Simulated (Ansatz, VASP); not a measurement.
KBr in VASP and in Ansatz

```
K Br
1.0
     3.97632    0.03241    0.00000
     0.03241    3.97632    0.00000
     0.00000    0.00000    3.97632
K Br
1 1
Direct
  0.00000 0.00000 0.00000
  0.50000 0.50000 0.50000
```

Change from the starting cell: shear_xy strain +1.6%.

Alike in both runs: task single point; functional PBE; k mesh 6 × 6 × 6; occupations fermi-dirac, width 0.02 eV; no spin polarisation.

```csv
,VASP,Ansatz
version,VASP 6.6.1,Ansatz 0.2.0
potentials or method,"VASP PAW PBE potentials, release 64 (K_sv, Br)","plane waves, PAW"
plane-wave cutoff (eV),520,420
valence electrons in the cell,16,16
```

VASP gave:

| Quantity | Value |
| --- | --- |
| gap on the k mesh at the Fermi level (eV) | 4.02 |
| pressure (GPa) | 0.9 |
| traceless stress, the component that is largest in VASP (GPa) | -0.09 |

Question: Which values does Ansatz return?

Answer: gap on the k mesh at the Fermi level (eV): 4.02; pressure (GPa): 0.8; traceless stress, the component that is largest in VASP (GPa): -0.09.
